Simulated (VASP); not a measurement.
# RhPb3 (Pm-3m) in VASP: single point with PBE

Aim: the single point of RhPb3 with PBE.

All numbers are computed with VASP 6.6.1; they aren't measurements. Logs are shortened: lines on timing, memory, paths and dates and some standing lists are left out, and cuts for length are marked.

### 1 The cell of the first run

The structure is cubic, space group Pm-3m (No. 221). Conventional cell: a = 4.687 Å, b = 4.687 Å, c = 4.687 Å, α = 90.00°, β = 90.00°, γ = 90.00°. Rh (site symmetry m-3m) has 12 Pb at 3.31 Å within 4.4 Å. Within 4.4 Å of Pb (site symmetry 4/mmm) lie 4 Rh at 3.31 Å and 8 Pb at 3.31 Å.

### 2 Single point, PBE

File INCAR:

```
SYSTEM = RhPb3
  PREC = Accurate
  ENCUT = 520
  EDIFF = 1E-7
  ISMEAR = 0
  SIGMA = 0.1
  LREAL = .False.
  LASPH = .True.
  NELM = 60
  ALGO = Normal
  ISIF = 2
  LWAVE = .False.
  LCHARG = .True.
  GGA = PE
  LELF = .True.
  LVHAR = .True.
  NBANDS = 36
```

File KPOINTS:

```
Automatic mesh
0
Gamma
  4 4 4
  0 0 0
```

File POSCAR:

```
RhPb3
1.0
    4.6874082017      0.0000000000      0.0000000000
    0.0000000000      4.6874082017      0.0000000000
    0.0000000000      0.0000000000      4.6874082017
Rh Pb
1 3
Direct
    0.0000000000      0.0000000000      0.0000000000
    0.0000000000      0.5000000000      0.5000000000
    0.5000000000      0.0000000000      0.5000000000
    0.5000000000      0.5000000000      0.0000000000
```

Potentials or basis: VASP PAW PBE potentials, release 64 (Rh_pv, Pb_d).

Launch:

```bash
> cat potpaw_PBE.64/Rh_pv/POTCAR potpaw_PBE.64/Pb_d/POTCAR > POTCAR
> mpirun -np 1 vasp_std > vasp.out
```

OUTCAR:

```text
SYSTEM = RhPb3
   PREC = Accurate
   ENCUT = 520
   EDIFF = 1E-7
   ISMEAR = 0
   LREAL = .False.
   LASPH = .True.
   NELM = 60
   ISIF = 2
   GGA = PE

 ion  position               nearest neighbor table
   1  0.000  0.000  0.000-   2 3.31   3 3.31   4 3.31   2 3.31   3 3.31   2 3.31   4 3.31   2 3.31
                             3 3.31   4 3.31   3 3.31   4 3.31
   2  0.000  0.500  0.500-   1 3.31   3 3.31   4 3.31   1 3.31   4 3.31   1 3.31   3 3.31   1 3.31
                             3 3.31   4 3.31   4 3.31   3 3.31
   3  0.500  0.000  0.500-   1 3.31   2 3.31   4 3.31   1 3.31   4 3.31   2 3.31   4 3.31   4 3.31
                             1 3.31   2 3.31   1 3.31   2 3.31
   4  0.500  0.500  0.000-   1 3.31   2 3.31   3 3.31   2 3.31   3 3.31   1 3.31   3 3.31   3 3.31
                             1 3.31   2 3.31   2 3.31   1 3.31

  LATTYP: Found a simple cubic cell.
 ALAT       =     4.6874082017

  Lattice vectors:

 A1 = (   4.6874082017,   0.0000000000,   0.0000000000)
 A2 = (   0.0000000000,   4.6874082017,   0.0000000000)
 A3 = (   0.0000000000,   0.0000000000,   4.6874082017)

Analysis of symmetry for initial positions (statically):
=====================================================================
 Subroutine PRICEL returns:
 Original cell was already a primitive cell.

 Routine SETGRP: Setting up the symmetry group for a
 simple cubic supercell.

 Subroutine GETGRP returns: Found 48 space group operations
 (whereof 48 operations were pure point group operations)
 out of a pool of 48 trial point group operations.

The static configuration has the point symmetry O_h .

Analysis of symmetry for dynamics (positions and initial velocities):
=====================================================================
 Subroutine PRICEL returns:
 Original cell was already a primitive cell.

 Routine SETGRP: Setting up the symmetry group for a
 simple cubic supercell.

 Subroutine GETGRP returns: Found 48 space group operations
 (whereof 48 operations were pure point group operations)
 out of a pool of 48 trial point group operations.

The dynamic configuration has the point symmetry O_h .

 Subroutine INISYM returns: Found 48 space group operations
 (whereof 48 operations are pure point group operations),
 and found     1 'primitive' translations

----------------------------------------------------------------------------------------

                                     Primitive cell

  volume of cell :     102.9908

  direct lattice vectors                    reciprocal lattice vectors
     4.687408202  0.000000000  0.000000000     0.213337511  0.000000000  0.000000000
     0.000000000  4.687408202  0.000000000     0.000000000  0.213337511  0.000000000
     0.000000000  0.000000000  4.687408202     0.000000000  0.000000000  0.213337511

  length of vectors
     4.687408202  4.687408202  4.687408202     0.213337511  0.213337511  0.213337511

  position of ions in fractional coordinates (direct lattice)
     0.000000000  0.000000000  0.000000000
     0.000000000  0.500000000  0.500000000
     0.500000000  0.000000000  0.500000000
     0.500000000  0.500000000  0.000000000

  ion indices of the primitive-cell ions
   primitive index   ion index
                 1           1
                 2           2
                 3           3
                 4           4

----------------------------------------------------------------------------------------

 KPOINTS: Automatic mesh

Automatic generation of k-mesh.
 Grid dimensions read from file:
 generate k-points for:    4    4    4

 Generating k-lattice:

  Cartesian coordinates                     Fractional coordinates (reciprocal lattice)
     0.053334378  0.000000000  0.000000000     0.250000000  0.000000000  0.000000000
     0.000000000  0.053334378  0.000000000     0.000000000  0.250000000  0.000000000
     0.000000000  0.000000000  0.053334378     0.000000000  0.000000000  0.250000000

  Length of vectors
     0.053334378  0.053334378  0.053334378

  Shift w.r.t. Gamma in fractional coordinates (k-lattice)
     0.000000000  0.000000000  0.000000000

 Subroutine IBZKPT returns following result:
 ===========================================

 Found     10 irreducible k-points:

 Following reciprocal coordinates:
            Coordinates               Weight
  0.000000  0.000000  0.000000      1.000000
  0.250000  0.000000  0.000000      6.000000
  0.500000  0.000000  0.000000      3.000000
  0.250000  0.250000  0.000000     12.000000
  0.500000  0.250000  0.000000     12.000000
  0.500000  0.500000  0.000000      3.000000
  0.250000  0.250000  0.250000      8.000000
  0.500000  0.250000  0.250000     12.000000
  0.500000  0.500000  0.250000      6.000000
  0.500000  0.500000  0.500000      1.000000
   k-points           NKPTS =     10   k-points in BZ     NKDIM =     10   number of bands    NBANDS=     36
   number of dos      NEDOS =    301   number of ions     NIONS =      4
   total plane-waves  NPLWV =  46656
   dimension x,y,z NGX =    36 NGY =   36 NGZ =   36
   dimension x,y,z NGXF=    72 NGYF=   72 NGZF=   72
   ions per type =               1   3
   NGX,Y,Z   is equivalent  to a cutoff of  12.77, 12.77, 12.77 a.u.
   NGXF,Y,Z  is equivalent  to a cutoff of  25.54, 25.54, 25.54 a.u.
 SYSTEM =  RhPb3
   PREC   = accura    normal or accurate (medium, high low for compatibility)
   ISTART =      0    job   : 0-new  1-cont  2-samecut
   ICHARG =      2    charge: 1-file 2-atom 10-const
   ISPIN  =      1    spin polarized calculation?
   LNONCOLLINEAR =      F non collinear calculations
   LSORBIT =      F    spin-orbit coupling
   LASPH  =      T    aspherical Exc in radial PAW
   ENCUT  =  520.0 eV  38.22 Ry    6.18 a.u.   8.72  8.72  8.72*2*pi/ulx,y,z
   NELM   =     60;   NELMIN=  2; NELMDL= -5     # of ELM steps
   EDIFF  = 0.1E-06   stopping-criterion for ELM
   LREAL  =      F    real-space projection
   EDIFFG = 0.1E-05   stopping-criterion for IOM
   NSW    =      0    number of steps for IOM
   IBRION =     -1    ionic relax: 0-MD 1-quasi-New 2-CG
   NFREE  =      0    steps in history (QN), initial steepest desc. (CG)
   ISIF   =      2    stress and relaxation
   ISYM   =      2    0-nonsym 1-usesym 2-fastsym
   POTIM  = 0.5000    time-step for ionic-motion
   TEBEG  =    0.0;   TEEND  =   0.0 temperature during run
   PSTRESS=    0.0 pullay stress
   NELECT =      57.0000    total number of electrons
   NUPDOWN=      -1.0000    fix difference up-down
   EMIN   =  10.00;   EMAX   =-10.00  energy-range for DOS
   EFERMI =   0.00;   METHOD = LEGACY
   ISMEAR =     0;   SIGMA  =   0.10  broadening in eV -4-tet -1-fermi 0-gaus
   EFERMI_NEDOS =   21; number of points for ismear=-14 and -15
   IALGO  =     38    algorithm
   IMIX   =      4    mixing-type and parameters
     AMIX     =   0.40;   BMIX     =  1.00
     AMIX_MAG =   1.60;   BMIX_MAG =  1.00
  volume/ion in A,a.u.               =      25.75       173.75
  Fermi-wavevector in a.u.,A,eV,Ry     =   1.344106  2.539993 24.580588  1.806622
  Thomas-Fermi vector in A             =   2.472127
   LORBIT       =      0    0 simple, 1 ext, 2 COOP (PROOUT), +10 PAW based schemes
   GGA     = PE    functional components
   LHFCALC =     F    Hartree Fock is set to
   AEXX    =    0.0000 exact exchange contribution
   IVDW    =     0    specifies the selected vdW correction
   LEPSILON=     F    determine dielectric tensor
   LRPA    =     F    only Hartree local field effects (RPA)
 non-spin polarized calculation
 Gauss-broadening in eV      SIGMA  =   0.10
  energy-cutoff  :      520.00
  volume of cell :      102.99
 maximum number of plane-waves:      2800
 NGX is ok and might be reduce to    36
   NGX = 17   NGY = 17   NGZ = 17

 number of electron      56.9999983 magnetization

 Free energy of the ion-electron system (eV)
  ---------------------------------------------------
  ext. energy  EPLUGINS =         0.00000000
  ---------------------------------------------------
  free energy    TOTEN  =       -16.74103225 eV

  energy without entropy =      -16.71454102  energy(sigma->0) =      -16.72778663

 E-fermi :   7.6462     XC(G=0): -10.8269

 val. band max:        7.6232679948   @ k =   0.2500   0.2500   0.0000
 cond. band min:       7.6895179422   @ k =   0.2500   0.2500   0.2500
 fundamental gap:      0.0662499475
 Fermi energy:         7.6462314321

 k-point     1 :       0.0000    0.0000    0.0000
  band No.  band energies     occupation
      1     -37.2064      2.00000
      2     -37.2064      2.00000
      3     -37.2064      2.00000
      4      -9.4448      2.00000
      5      -9.4448      2.00000
      6      -9.4448      2.00000
[... 28 lines left out ...]
     35      12.5410      0.00000
     36      12.5410      0.00000

 k-point     2 :       0.2500    0.0000    0.0000
  band No.  band energies     occupation
      1     -37.2066      2.00000
      2     -37.2064      2.00000
      3     -37.2064      2.00000
      4      -9.4339      2.00000
      5      -9.3774      2.00000
      6      -9.3614      2.00000
[... 28 lines left out ...]
     35      12.4422      0.00000
     36      12.4422      0.00000

 k-point     3 :       0.5000    0.0000    0.0000
  band No.  band energies     occupation
      1     -37.2068      2.00000
      2     -37.2064      2.00000
      3     -37.2064      2.00000
      4      -9.4223      2.00000
      5      -9.2872      2.00000
      6      -9.1706      2.00000
[... 28 lines left out ...]
     35      13.3426      0.00000
     36      13.9510      0.00000

 k-point     4 :       0.2500    0.2500    0.0000
  band No.  band energies     occupation
      1     -37.2066      2.00000
      2     -37.2065      2.00000
      3     -37.2064      2.00000
      4      -9.3742      2.00000
      5      -9.3598      2.00000
      6      -9.3302      2.00000
[... 28 lines left out ...]
     35      12.3442      0.00000
     36      12.9587      0.00000

 k-point     5 :       0.5000    0.2500    0.0000
  band No.  band energies     occupation
      1     -37.2067      2.00000
      2     -37.2065      2.00000
      3     -37.2064      2.00000
      4      -9.3495      2.00000
      5      -9.2716      2.00000
      6      -9.2391      2.00000
[... 28 lines left out ...]
     35      12.6579      0.00000
     36      13.4518      0.00000

 k-point     6 :       0.5000    0.5000    0.0000
  band No.  band energies     occupation
      1     -37.2067      2.00000
      2     -37.2067      2.00000
      3     -37.2064      2.00000
      4      -9.2826      2.00000
      5      -9.2826      2.00000
      6      -9.2242      2.00000
[... 28 lines left out ...]
     35      12.6693      0.00000
     36      14.4587      0.00000

 k-point     7 :       0.2500    0.2500    0.2500
  band No.  band energies     occupation
      1     -37.2066      2.00000
      2     -37.2065      2.00000
      3     -37.2065      2.00000
      4      -9.3828      2.00000
      5      -9.3113      2.00000
      6      -9.3113      2.00000
[... 28 lines left out ...]
     35      12.9341      0.00000
     36      13.7985      0.00000

 k-point     8 :       0.5000    0.2500    0.2500
  band No.  band energies     occupation
      1     -37.2067      2.00000
      2     -37.2065      2.00000
      3     -37.2065      2.00000
      4      -9.3466      2.00000
      5      -9.2594      2.00000
      6      -9.2452      2.00000
[... 28 lines left out ...]
     35      13.0006      0.00000
     36      14.0323      0.00000

 k-point     9 :       0.5000    0.5000    0.2500
  band No.  band energies     occupation
      1     -37.2067      2.00000
      2     -37.2067      2.00000
      3     -37.2065      2.00000
      4      -9.2992      2.00000
      5      -9.2992      2.00000
      6      -9.2904      2.00000
[... 28 lines left out ...]
     35      14.5297      0.00000
     36      15.3562      0.00000

 k-point    10 :       0.5000    0.5000    0.5000
  band No.  band energies     occupation
      1     -37.2067      2.00000
      2     -37.2067      2.00000
      3     -37.2067      2.00000
      4      -9.3318      2.00000
      5      -9.3318      2.00000
      6      -9.3318      2.00000
[... 28 lines left out ...]
     35      15.1926      0.00000
     36      15.1926      0.00000

------------------------ aborting loop because EDIFF is reached ----------------------------------------

  FORCE on cell =-STRESS in cart. coord.  units (eV):
  Direction    XX          YY          ZZ          XY          YZ          ZX
  --------------------------------------------------------------------------------------
  -------------------------------------------------------------------------------------
  Total       -0.4232186     -0.4232186     -0.4232186      0.0000000      0.0000000      0.0000000
  in kB       -6.5838055     -6.5838055     -6.5838055      0.0000000      0.0000000      0.0000000
  external PRESSURE =      -6.5838055 kB  Pullay stress =       0.0000000 kB

 VOLUME and BASIS-vectors are now :
 -----------------------------------------------------------------------------
  energy-cutoff  :      520.00
  volume of cell :      102.99
      direct lattice vectors                 reciprocal lattice vectors
     4.687408202  0.000000000  0.000000000     0.213337511  0.000000000  0.000000000
     0.000000000  4.687408202  0.000000000     0.000000000  0.213337511  0.000000000
     0.000000000  0.000000000  4.687408202     0.000000000  0.000000000  0.213337511

 POSITION                                       TOTAL-FORCE (eV/Angst)
 -----------------------------------------------------------------------------------
      0.00000      0.00000      0.00000         0.000000      0.000000      0.000000
      0.00000      2.34370      2.34370         0.000000      0.000000      0.000000
      2.34370      0.00000      2.34370         0.000000      0.000000      0.000000
      2.34370      2.34370      0.00000         0.000000      0.000000      0.000000
 -----------------------------------------------------------------------------------
    total drift:                                0.000000      0.000000      0.000000

  FREE ENERGIE OF THE ION-ELECTRON SYSTEM (eV)
  ---------------------------------------------------
  free  energy   TOTEN  =       -16.7410322530 eV

  energy  without entropy=      -16.7145410165  energy(sigma->0) =      -16.72778663
```

Wall time 20 s (1 thread of Intel Xeon 6975P-C (Granite Rapids), shared host); peak memory 0.21 GiB.

Results:

| Property | Result |
| --- | --- |
| Free energy | -16.7410 eV |
| Pressure | -0.7 GPa |

Caveat: spin-orbit coupling is left out, which moves the levels of the heavy elements.
